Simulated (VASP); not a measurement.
Crystal: Al.

```xyz
1
Lattice="0.0000 2.0382 2.0382 2.0382 0.0000 2.0382 2.0382 2.0382 0.0000" Properties=species:S:1:pos:R:3 pbc="T T T"
Al    0.0000    0.0000    0.0000
```

Base run:

* Program: VASP 6.6.1
* Functional: PBEsol
* Dispersion: D4
* Potentials or basis: VASP PAW PBE potentials, release 64 (Al)
* Cutoff: 520 eV
* k mesh: 11 × 11 × 11
* Occupations: fermi-dirac, width 0.05 eV
* Spin: no spin polarisation

Its results: pressure -5.1 GPa.

Q: The run is repeated on the same cell with these changes: functional from PBEsol to RPBE. What comes out?

A: Pressure -6.4 GPa.

Caveats: the PAW data sets were made with another functional, which shifts forces and pressure a little; pairwise dispersion overbinds metals, which lowers pressure and volume.
